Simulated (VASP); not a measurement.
Input of a VASP 6.6.1 run:

Contents of INCAR:

```
PREC = Accurate
ENCUT = 520
EDIFF = 1E-6
ISMEAR = -1
SIGMA = 0.05
LREAL = False
LASPH = True
NELM = 80
ALGO = Normal
ISIF = 2
LWAVE = False
LCHARG = True
GGA = PE
LELF = True
LVHAR = True
NBANDS = 14
```

The input KPOINTS:

```
Automatic mesh
0
Gamma
  8 8 8
```

Contents of POSCAR:

```
HfC
1.0
    0.0000000000      2.3250000000      2.4180000000
    2.3250000000      0.0000000000      2.4180000000
    2.3250000000      2.3250000000      0.0000000000
Hf C
1 1
Direct
    0.5000000000      0.5000000000      0.5000000000
    0.0000000000      0.0000000000      0.0000000000
```

Potentials or basis: VASP PAW PBE potentials, release 64 (Hf_pv, C).

Run with:

```bash
$ cat potpaw_PBE.64/Hf_pv/POTCAR potpaw_PBE.64/C/POTCAR > POTCAR
$ mpirun -np 1 vasp_std > vasp.out
```

**Question.** Estimate the band gap on the k mesh.

**Answer.** Zero (band 7 reaches 6.69 eV, above the bottom of band 8 at 5.26 eV).

**Question.** Estimate the pressure.

**Answer.** -8.4 GPa.

Stress tensor (GPa, compression positive):
```
 -4.41   0.00   0.00
  0.00  -4.41   0.00
  0.00   0.00 -16.53
```

Caveat: spin-orbit coupling is left out, which moves the levels of the heavy elements.
